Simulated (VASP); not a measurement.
Write the native input for VASP 6.6.1 that does the following.

```
Task                   : single point
Functional             : PBE
Potentials or basis    : VASP PAW PBE potentials, release 64 (Zr_sv)
Cutoff                 : 520 eV
k mesh                 : 11 × 6 × 1
Occupations            : gaussian, width 0.1 eV
Spin                   : no spin polarisation
Dipole correction      : yes
Further INCAR settings : ALGO = Fast; EDIFF = 1e-06; NBANDS = 45; ISYM = 0
```

The structure of Zr lies in POSCAR:

```
Zr
1.0
    3.2327898661      0.0000000000      0.0000000000
   -1.6163949330      5.8786051464      0.0000000000
    0.0000000000      0.0000000000     20.3338712280
Zr
6
Direct
    0.7890702173      0.5787274575      0.3744188721
    0.0647105262      0.1299127591      0.3946897685
    0.3971898970      0.7941937822      0.4864125129
    0.6698426494      0.3398712683      0.5135876508
    0.0023216552      0.0041515852      0.6053101145
    0.2779613465      0.5553357309      0.6255810812
```

One way to write it, as run:

INCAR

```
SYSTEM = Zr
PREC     = Accurate       ! precision mode
ENCUT    = 520            ! plane-wave cutoff, eV
EDIFF    = 1E-6           ! SCF threshold, eV
ISMEAR   = 0              ! smearing method
SIGMA    = 0.1            ! smearing width, eV
LREAL    = .False.        ! projectors in reciprocal space
LASPH    = .True.         ! aspherical terms in the spheres
NELM     = 100            ! most SCF steps
ALGO     = Fast           ! electronic algorithm
ISIF     = 2              ! what is computed and relaxed
LWAVE    = .False.        ! write WAVECAR
LCHARG   = .False.        ! write CHGCAR
LDIPOL   = .True.       
IDIPOL   = 3            
DIPOL    = 0.5 0.5 0.500
GGA      = PE             ! functional
NBANDS   = 45             ! bands
ISYM     = 0
```

KPOINTS

```
regular mesh
0
Gamma
  11 6 1
  0 0 0
```

Potentials or basis: VASP PAW PBE potentials, release 64 (Zr_sv).

Command:

```bash
$ cat potpaw_PBE.64/Zr_sv/POTCAR > POTCAR
$ mpirun -np 1 vasp_std > vasp.out
```

Results of the run:

* Largest force: 0.015 eV/Å
* Band gap on the k mesh: zero (bands 36 and 37 overlap by 0.36 eV)

Wall time 19 min on 1 thread of AMD EPYC 9R45 96-Core Processor (Zen 5), on a shared host, peak memory 0.64 GiB.
